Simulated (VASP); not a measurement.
# SiBi (Pm-3m) in VASP: further runs

SiBi is run at these levels: PBE; tasks: single point, relaxation of cell and atoms.

All numbers are computed with VASP 6.6.1; they aren't measurements. Logs are shortened: lines on timing, memory, paths and dates and some standing lists are left out, and cuts for length are marked.

### 1 The cell of the first run

Symmetry: Pm-3m, No. 221, cubic system. The conventional cell has a = 3.606 Å, b = 3.606 Å, c = 3.606 Å, α = 90.00°, β = 90.00°, γ = 90.00°. Within 4.1 Å of Si (site symmetry m-3m) lie 8 Bi at 3.12 Å and 6 Si at 3.61 Å. Within 4.1 Å of Bi (site symmetry m-3m) lie 8 Si at 3.12 Å and 6 Bi at 3.61 Å.

### 2 Single point, PBE

Input file INCAR:

```
PREC = Accurate
ENCUT = 520
EDIFF = 1E-7
ISMEAR = 0
SIGMA = 0.1
LREAL = False
LASPH = True
NELM = 100
ALGO = Normal
ISIF = 2
LWAVE = False
LCHARG = False
GGA = PE
NBANDS = 16
```

Input file KPOINTS:

```
regular mesh
0
Gamma
  6 6 6
```

Input file POSCAR:

```
SiBi
1.0
    3.6056981874      0.0000000000      0.0000000000
    0.0000000000      3.6056981874      0.0000000000
    0.0000000000      0.0000000000      3.6056981874
Si Bi
1 1
Direct
    0.0000000000      0.0000000000      0.0000000000
    0.5000000000      0.5000000000      0.5000000000
```

Potentials or basis: VASP PAW PBE potentials, release 64 (Si, Bi_d).

Command:

```
> cat potpaw_PBE.64/Si/POTCAR potpaw_PBE.64/Bi_d/POTCAR > POTCAR
> mpirun -np 1 vasp_std > vasp.out
```

OUTCAR:

```text
PREC = Accurate
   ENCUT = 520
   EDIFF = 1E-7
   ISMEAR = 0
   LREAL = False
   LASPH = True
   NELM = 100
   ISIF = 2
   GGA = PE

 ion  position               nearest neighbor table
   1  0.000  0.000  0.000-   2 3.12   2 3.12   2 3.12   2 3.12   2 3.12   2 3.12   2 3.12   2 3.12

   2  0.500  0.500  0.500-   1 3.12   1 3.12   1 3.12   1 3.12   1 3.12   1 3.12   1 3.12   1 3.12

  LATTYP: Found a simple cubic cell.
 ALAT       =     3.6056981874

  Lattice vectors:

 A1 = (   3.6056981874,   0.0000000000,   0.0000000000)
 A2 = (   0.0000000000,   3.6056981874,   0.0000000000)
 A3 = (   0.0000000000,   0.0000000000,   3.6056981874)

Analysis of symmetry for initial positions (statically):
=====================================================================
 Subroutine PRICEL returns:
 Original cell was already a primitive cell.

 Routine SETGRP: Setting up the symmetry group for a
 simple cubic supercell.

 Subroutine GETGRP returns: Found 48 space group operations
 (whereof 48 operations were pure point group operations)
 out of a pool of 48 trial point group operations.

The static configuration has the point symmetry O_h .

Analysis of symmetry for dynamics (positions and initial velocities):
=====================================================================
 Subroutine PRICEL returns:
 Original cell was already a primitive cell.

 Routine SETGRP: Setting up the symmetry group for a
 simple cubic supercell.

 Subroutine GETGRP returns: Found 48 space group operations
 (whereof 48 operations were pure point group operations)
 out of a pool of 48 trial point group operations.

The dynamic configuration has the point symmetry O_h .

 Subroutine INISYM returns: Found 48 space group operations
 (whereof 48 operations are pure point group operations),
 and found     1 'primitive' translations

----------------------------------------------------------------------------------------

                                     Primitive cell

  volume of cell :      46.8779

  direct lattice vectors                    reciprocal lattice vectors
     3.605698187  0.000000000  0.000000000     0.277338798  0.000000000  0.000000000
     0.000000000  3.605698187  0.000000000     0.000000000  0.277338798  0.000000000
     0.000000000  0.000000000  3.605698187     0.000000000  0.000000000  0.277338798

  length of vectors
     3.605698187  3.605698187  3.605698187     0.277338798  0.277338798  0.277338798

  position of ions in fractional coordinates (direct lattice)
     0.000000000  0.000000000  0.000000000
     0.500000000  0.500000000  0.500000000

  ion indices of the primitive-cell ions
   primitive index   ion index
                 1           1
                 2           2

----------------------------------------------------------------------------------------

 KPOINTS: regular mesh

Automatic generation of k-mesh.
 Grid dimensions read from file:
 generate k-points for:    6    6    6

 Generating k-lattice:

  Cartesian coordinates                     Fractional coordinates (reciprocal lattice)
     0.046223133  0.000000000  0.000000000     0.166666667  0.000000000  0.000000000
     0.000000000  0.046223133  0.000000000     0.000000000  0.166666667  0.000000000
     0.000000000  0.000000000  0.046223133     0.000000000  0.000000000  0.166666667

  Length of vectors
     0.046223133  0.046223133  0.046223133

  Shift w.r.t. Gamma in fractional coordinates (k-lattice)
     0.000000000  0.000000000  0.000000000

 Subroutine IBZKPT returns following result:
 ===========================================

 Found     20 irreducible k-points:

 Following reciprocal coordinates:
            Coordinates               Weight
  0.000000  0.000000  0.000000      1.000000
  0.166667  0.000000  0.000000      6.000000
  0.333333  0.000000  0.000000      6.000000
  0.500000  0.000000  0.000000      3.000000
  0.166667  0.166667  0.000000     12.000000
  0.333333  0.166667  0.000000     24.000000
[... 12 lines left out ...]
  0.500000  0.500000  0.333333      6.000000
  0.500000  0.500000  0.500000      1.000000
   k-points           NKPTS =     20   k-points in BZ     NKDIM =     20   number of bands    NBANDS=     16
   number of dos      NEDOS =    301   number of ions     NIONS =      2
   total plane-waves  NPLWV =  21952
   dimension x,y,z NGX =    28 NGY =   28 NGZ =   28
   dimension x,y,z NGXF=    56 NGYF=   56 NGZF=   56
   ions per type =               1   1
   NGX,Y,Z   is equivalent  to a cutoff of  12.91, 12.91, 12.91 a.u.
   NGXF,Y,Z  is equivalent  to a cutoff of  25.82, 25.82, 25.82 a.u.
 SYSTEM =  unknown system
   PREC   = accura    normal or accurate (medium, high low for compatibility)
   ISTART =      0    job   : 0-new  1-cont  2-samecut
   ICHARG =      2    charge: 1-file 2-atom 10-const
   ISPIN  =      1    spin polarized calculation?
   LNONCOLLINEAR =      F non collinear calculations
   LSORBIT =      F    spin-orbit coupling
   LASPH  =      T    aspherical Exc in radial PAW
   ENCUT  =  520.0 eV  38.22 Ry    6.18 a.u.   6.70  6.70  6.70*2*pi/ulx,y,z
   NELM   =    100;   NELMIN=  2; NELMDL= -5     # of ELM steps
   EDIFF  = 0.1E-06   stopping-criterion for ELM
   LREAL  =      F    real-space projection
   EDIFFG = 0.1E-05   stopping-criterion for IOM
   NSW    =      0    number of steps for IOM
   IBRION =     -1    ionic relax: 0-MD 1-quasi-New 2-CG
   NFREE  =      0    steps in history (QN), initial steepest desc. (CG)
   ISIF   =      2    stress and relaxation
   ISYM   =      2    0-nonsym 1-usesym 2-fastsym
   POTIM  = 0.5000    time-step for ionic-motion
   TEBEG  =    0.0;   TEEND  =   0.0 temperature during run
   PSTRESS=    0.0 pullay stress
   NELECT =      19.0000    total number of electrons
   NUPDOWN=      -1.0000    fix difference up-down
   EMIN   =  10.00;   EMAX   =-10.00  energy-range for DOS
   EFERMI =   0.00;   METHOD = LEGACY
   ISMEAR =     0;   SIGMA  =   0.10  broadening in eV -4-tet -1-fermi 0-gaus
   EFERMI_NEDOS =   21; number of points for ismear=-14 and -15
   IALGO  =     38    algorithm
   IMIX   =      4    mixing-type and parameters
     AMIX     =   0.40;   BMIX     =  1.00
     AMIX_MAG =   1.60;   BMIX_MAG =  1.00
  volume/ion in A,a.u.               =      23.44       158.17
  Fermi-wavevector in a.u.,A,eV,Ry     =   1.211537  2.289473 19.970927  1.467822
  Thomas-Fermi vector in A             =   2.347049
   LORBIT       =      0    0 simple, 1 ext, 2 COOP (PROOUT), +10 PAW based schemes
   GGA     = PE    functional components
   LHFCALC =     F    Hartree Fock is set to
   AEXX    =    0.0000 exact exchange contribution
   IVDW    =     0    specifies the selected vdW correction
   LEPSILON=     F    determine dielectric tensor
   LRPA    =     F    only Hartree local field effects (RPA)
 non-spin polarized calculation
 Gauss-broadening in eV      SIGMA  =   0.10
  energy-cutoff  :      520.00
  volume of cell :       46.88
 maximum number of plane-waves:      1328
 NGX is ok and might be reduce to    28
   NGX = 13   NGY = 13   NGZ = 13

 number of electron      18.9999989 magnetization

 Free energy of the ion-electron system (eV)
  ---------------------------------------------------
  ext. energy  EPLUGINS =         0.00000000
  ---------------------------------------------------
  free energy    TOTEN  =        -8.05645430 eV

  energy without entropy =       -8.03970965  energy(sigma->0) =       -8.04808198

 E-fermi :   8.4833     XC(G=0): -10.5497

 val. band max:        8.4745618443   @ k =   0.5000   0.1667   0.1667
 cond. band min:       8.5048250740   @ k =   0.3333   0.1667   0.1667
 fundamental gap:      0.0302632297
 Fermi energy:         8.4833131106

 k-point     1 :       0.0000    0.0000    0.0000
  band No.  band energies     occupation
      1     -14.6810      2.00000
      2     -14.6810      2.00000
      3     -14.5640      2.00000
      4     -14.5640      2.00000
      5     -14.5640      2.00000
      6      -5.2845      2.00000
[... 8 lines left out ...]
     15      15.4019      0.00000
     16      19.7531      0.00000

 k-point     2 :       0.1667    0.0000    0.0000
  band No.  band energies     occupation
      1     -14.6797      2.00000
      2     -14.6545      2.00000
      3     -14.5728      2.00000
      4     -14.5728      2.00000
      5     -14.5632      2.00000
      6      -4.9872      2.00000
[... 8 lines left out ...]
     15      14.2199      0.00000
     16      18.8904      0.00000

 k-point     3 :       0.3333    0.0000    0.0000
  band No.  band energies     occupation
      1     -14.6770      2.00000
      2     -14.6014      2.00000
      3     -14.5899      2.00000
      4     -14.5899      2.00000
      5     -14.5615      2.00000
      6      -4.1626      2.00000
[... 8 lines left out ...]
     15      16.5764      0.00000
     16      17.6301      0.00000

 k-point     4 :       0.5000    0.0000    0.0000
  band No.  band energies     occupation
      1     -14.6756      2.00000
      2     -14.5985      2.00000
      3     -14.5985      2.00000
      4     -14.5749      2.00000
      5     -14.5607      2.00000
      6      -3.4404      2.00000
[... 8 lines left out ...]
     15      15.4391      0.00000
     16      19.8837      0.00000
[... 248 lines left out ...]
 k-point    18 :       0.5000    0.3333    0.3333
  band No.  band energies     occupation
      1     -14.6293      2.00000
      2     -14.6274      2.00000
      3     -14.6162      2.00000
      4     -14.5526      2.00000
      5     -14.5252      2.00000
      6      -1.6846      2.00000
[... 8 lines left out ...]
     15      20.2389      0.00000
     16      20.2912      0.00000

 k-point    19 :       0.5000    0.5000    0.3333
  band No.  band energies     occupation
      1     -14.6393      2.00000
      2     -14.6263      2.00000
      3     -14.6263      2.00000
      4     -14.5385      2.00000
      5     -14.5104      2.00000
      6      -1.2750      2.00000
[... 8 lines left out ...]
     15      21.9930      0.00000
     16      21.9930      0.00000

 k-point    20 :       0.5000    0.5000    0.5000
  band No.  band energies     occupation
      1     -14.6371      2.00000
      2     -14.6371      2.00000
      3     -14.6371      2.00000
      4     -14.5100      2.00000
      5     -14.5100      2.00000
      6      -0.9043      2.00000
[... 8 lines left out ...]
     15      24.2917      0.00000
     16      24.4210      0.00000

------------------------ aborting loop because EDIFF is reached ----------------------------------------

  FORCE on cell =-STRESS in cart. coord.  units (eV):
  Direction    XX          YY          ZZ          XY          YZ          ZX
  --------------------------------------------------------------------------------------
  -------------------------------------------------------------------------------------
  Total        0.3195876      0.3195876      0.3195876      0.0000000      0.0000000      0.0000000
  in kB       10.9227606     10.9227606     10.9227606      0.0000000      0.0000000      0.0000000
  external PRESSURE =      10.9227606 kB  Pullay stress =       0.0000000 kB

 VOLUME and BASIS-vectors are now :
 -----------------------------------------------------------------------------
  energy-cutoff  :      520.00
  volume of cell :       46.88
      direct lattice vectors                 reciprocal lattice vectors
     3.605698187  0.000000000  0.000000000     0.277338798  0.000000000  0.000000000
     0.000000000  3.605698187  0.000000000     0.000000000  0.277338798  0.000000000
     0.000000000  0.000000000  3.605698187     0.000000000  0.000000000  0.277338798

 POSITION                                       TOTAL-FORCE (eV/Angst)
 -----------------------------------------------------------------------------------
      0.00000      0.00000      0.00000         0.000000      0.000000      0.000000
      1.80285      1.80285      1.80285         0.000000      0.000000      0.000000
 -----------------------------------------------------------------------------------
    total drift:                                0.000000      0.000000      0.000000

  FREE ENERGIE OF THE ION-ELECTRON SYSTEM (eV)
  ---------------------------------------------------
  free  energy   TOTEN  =        -8.0564543015 eV

  energy  without entropy=       -8.0397096541  energy(sigma->0) =       -8.04808198
```

Wall time 25 s (1 thread of Oxide Virtual Turin-like, shared host); peak memory 0.13 GiB.

What came out:

- Free energy: -8.0565 eV
- Pressure: 1.1 GPa

Levels at points of the mesh, in eV from the Fermi level:
| k point | band 7 | band 8 | band 9 | band 10 | band 11 | band 12 |
| --- | --- | --- | --- | --- | --- | --- |
| (0.00, 0.00, 0.00) | -4.64 | -1.46 | -1.46 | -1.46 | 3.22 | 3.22 |
| (0.50, 0.00, 0.00) | -9.21 | 0.51 | 1.07 | 1.42 | 1.42 | 1.54 |
| (0.50, 0.50, 0.00) | -6.86 | -5.58 | -5.58 | 2.22 | 3.23 | 4.70 |
| (0.50, 0.50, 0.50) | -5.72 | -2.93 | -2.93 | -2.93 | -2.02 | -2.02 |

Caveat: spin-orbit coupling is left out, which moves the levels of the heavy elements.

### 3 Single point, PBE

This run uses another cell than the first one, of 23.92 Å³/atom, 1.020 times its volume.

Input file INCAR:

```
SYSTEM = SiBi
ALGO = Normal
EDIFF = 1E-6
ENCUT = 520
GGA = PE
ISIF = 2
ISMEAR = 0
LASPH = .TRUE.
LCHARG = .FALSE.
LREAL = .FALSE.
LWAVE = .FALSE.
NBANDS = 16
NELM = 100
PREC = Accurate
SIGMA = 0.1
```

Input file KPOINTS:

```
k-points
0
G
  16 16 16
  0 0 0
```

Input file POSCAR:

```
SiBi
1.0
    3.6300558306      0.0000000000      0.0000000000
    0.0000000000      3.6300558306      0.0000000000
    0.0000000000      0.0000000000      3.6300558306
Si Bi
1 1
Direct
    0.0000000000      0.0000000000      0.0000000000
    0.5000000000      0.5000000000      0.5000000000
```

Potentials or basis: VASP PAW PBE potentials, release 64 (Si, Bi_d).

Command:

```
> cat potpaw_PBE.64/Si/POTCAR potpaw_PBE.64/Bi_d/POTCAR > POTCAR
> mpirun -np 1 vasp_std > vasp.out
```

Run time: 1.8 min. Hardware: 1 thread of Oxide Virtual Turin-like, shared host; peak memory 0.22 GiB.

Results (log left out):

```yaml
Free_energy: -8.1586 eV
Pressure: 0.0 GPa
```

Levels at points of the mesh, in eV from the Fermi level:
| k point | band 5 | band 6 | band 7 | band 8 | band 9 | band 10 | band 11 | band 12 | band 13 | band 14 |
| --- | --- | --- | --- | --- | --- | --- | --- | --- | --- | --- |
| (0.00, 0.00, 0.00) | -22.89 | -13.43 | -4.50 | -1.21 | -1.21 | -1.21 | 3.46 | 3.46 | 6.96 | 6.96 |
| (0.50, 0.00, 0.00) | -22.88 | -11.66 | -8.86 | 0.67 | 1.20 | 1.58 | 1.58 | 1.77 | 1.77 | 4.95 |
| (0.50, 0.50, 0.00) | -22.84 | -10.36 | -6.58 | -5.25 | -5.25 | 2.43 | 3.31 | 4.84 | 4.84 | 7.04 |
| (0.50, 0.50, 0.50) | -22.84 | -9.25 | -5.46 | -2.66 | -2.66 | -2.66 | -1.73 | -1.73 | -1.73 | 15.92 |

Caveat: spin-orbit coupling is left out, which moves the levels of the heavy elements.

### 4 Relaxation of cell and atoms, PBE

Input file INCAR:

```
ALGO = Normal
EDIFF = 1E-6
EDIFFG = -0.01
ENCUT = 600
GGA = PE
IBRION = 2
ISIF = 3
ISMEAR = 0
LASPH = True
LCHARG = False
LREAL = False
LWAVE = False
NELM = 80
NSW = 100
PREC = Accurate
SIGMA = 0.1
```

Input file KPOINTS:

```
k-points
0
Gamma
  16 16 16
```

Input file POSCAR:

```
SiBi
1.0
    3.6056981874      0.0000000000      0.0000000000
    0.0000000000      3.6056981874      0.0000000000
    0.0000000000      0.0000000000      3.6056981874
Si Bi
1 1
Direct
    0.0000000000      0.0000000000      0.0000000000
    0.5000000000      0.5000000000      0.5000000000
```

Command:

```
> cat potpaw_PBE.64/Si/POTCAR potpaw_PBE.64/Bi_d/POTCAR > POTCAR
> mpirun -np 1 vasp_std > vasp.out
```

Wall time 5.4 min (1 thread of Oxide Virtual Turin-like, shared host); peak memory 0.24 GiB.

Results (log left out):

- Free energy: -8.1585 eV
- Relaxed volume: 23.91 Å³/atom
- Relaxed cell: a = 3.630 Å, b = 3.630 Å, c = 3.630 Å, α = 90.00°, β = 90.00°, γ = 90.00°
- Space group after relaxing (to 0.05 Å): Pm-3m (No. 221)
- Energy gained by relaxing: 1.9 meV/atom
- Ionic steps: 3
- Pressure after relaxing: 0.0 GPa

The path:
```csv
step,energy change (eV),largest force (eV/Å),pressure (GPa),volume (Å³)
1,0.0000,0.0000,1.30,46.88
2,-0.0032,0.0000,-0.46,48.18
3,-0.0037,0.0000,0.03,47.81
```

Final structure:
```yaml
crystal:
  lattice:
    - [3.62954, 0.00000, 0.00000]
    - [0.00000, 3.62954, 0.00000]
    - [0.00000, 0.00000, 3.62954]
  atoms:
    - { symbol: Si, position: [0.00000, 0.00000, 0.00000] }
    - { symbol: Bi, position: [0.50000, 0.50000, 0.50000] }
```

Levels at points of the mesh, in eV from the Fermi level:
| k point | band 7 | band 8 | band 9 | band 10 | band 11 | band 12 |
| --- | --- | --- | --- | --- | --- | --- |
| (0.00, 0.00, 0.00) | -4.50 | -1.21 | -1.21 | -1.21 | 3.46 | 3.46 |
| (0.50, 0.00, 0.00) | -8.86 | 0.67 | 1.20 | 1.58 | 1.58 | 1.77 |
| (0.50, 0.50, 0.00) | -6.58 | -5.26 | -5.26 | 2.43 | 3.31 | 4.84 |
| (0.50, 0.50, 0.50) | -5.46 | -2.66 | -2.66 | -2.66 | -1.73 | -1.73 |

Caveat: the bands computed are all filled at some k points, so no gap is given; spin-orbit coupling is left out, which moves the levels of the heavy elements.

### 5 Summary

```csv
task,cell,k mesh,cutoff (eV),gap on the mesh (eV),pressure (GPa)
single point,"a = 3.606 Å, 2 atoms",6 × 6 × 6,520,none,1.1
single point,"a = 3.630 Å, 2 atoms",16 × 16 × 16,520,none,0.0
relaxation of cell and atoms,"relaxed from a = 3.606 Å, 2 atoms",16 × 16 × 16,600,-,0.0
```

Alike in all rows: level PBE; potentials or basis VASP PAW PBE potentials, release 64 (Si, Bi_d); no spin polarisation; smearing gaussian 0.1 eV.

Caveats: spin-orbit coupling is left out, which moves the levels of the heavy elements; the bands computed are all filled at some k points, so no gap is given (some runs).

Absolute energies hang on the potentials; compare differences alone.
